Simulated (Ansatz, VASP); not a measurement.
## One calculation of Al3Cu, two programs

POSCAR

```
Al3Cu
1.0
    3.9241510000      0.0000000000      0.0000000000
    0.0000000000      3.9241510000      0.0000000000
    0.0000000000      0.0000000000      3.9241510000
Al Cu
3 1
Direct
    0.0000000000      0.5000000000      0.5000000000
    0.5000000000      0.0000000000      0.5000000000
    0.5000000000      0.5000000000      0.0000000000
    0.0000000000      0.0000000000      0.0000000000
```

File INCAR.step1:

```
SYSTEM = Al3Cu
  ALGO = Normal
  EDIFF = 1E-4
  ENCUT = 520
  GGA = PE
  ISMEAR = 0
  LASPH = .TRUE.
  LCHARG = .FALSE.
  LREAL = .FALSE.
  LWAVE = .TRUE.
  NBANDS = 18
  NELM = 100
  PREC = Accurate
  SIGMA = 0.1
```

INCAR.step2

```
SYSTEM = Al3Cu
  ALGO = Normal
  EDIFF = 1E-6
  ENCUT = 520
  ISIF = 2
  ISMEAR = 0
  ISTART = 1
  LASPH = .TRUE.
  LCHARG = .FALSE.
  LMIXTAU = .TRUE.
  LREAL = .FALSE.
  LWAVE = .FALSE.
  METAGGA = R2SCAN
  NBANDS = 18
  NELM = 100
  PREC = Accurate
  SIGMA = 0.1
```

File KPOINTS:

```
k-points
0
G
  10 10 10
  0 0 0
```

Input for Ansatz:

```yaml
crystal:
  lattice:
    - [3.924151, 0.0, 0.0]
    - [0.0, 3.924151, 0.0]
    - [0.0, 0.0, 3.924151]
  atoms:
    - { symbol: Al, position: [0.0, 0.5, 0.5] }
    - { symbol: Al, position: [0.5, 0.0, 0.5] }
    - { symbol: Al, position: [0.5, 0.5, 0.0] }
    - { symbol: Cu, position: [0.0, 0.0, 0.0] }
basis:
  ecutwfc: 500
kpoints:
  mp_grid: { grid: [10, 10, 10] }
hamiltonian:
  xc: r2scan
scf:
  occupations: { method: gaussian, width: 0.1 }
output:
  forces: true
  stress: true
  eigenvalues: true
```

Alike in both runs: task single point; functional r2SCAN; k mesh 10 × 10 × 10; occupations gaussian, width 0.1 eV; no spin polarisation.

|  | VASP | Ansatz |
| --- | --- | --- |
| version | VASP 6.6.1 | Ansatz 0.2.0 |
| potentials or method | VASP PAW PBE potentials, release 64 (Al, Cu), cutoff 520 eV | scalar-relativistic, plane waves, PAW |
| valence electrons in the cell | 20 | 28 |

|  | VASP | Ansatz | Ansatz less VASP |
| --- | --- | --- | --- |
| gap on the k mesh at the Fermi level (eV) | none | none | - |
| pressure (GPa) | -2.8 | -2.7 | +0.10 |

VASP's potentials were made for PBE, not for r2SCAN. A gap of «none» marks a metal or a gap that the smearing closes. The functional is the same, so the differences come from potentials, cutoffs and numerics. VASP's potentials hold 20 valence electrons a cell and Ansatz's 28, so a difference there can come from the potentials and not from the codes.
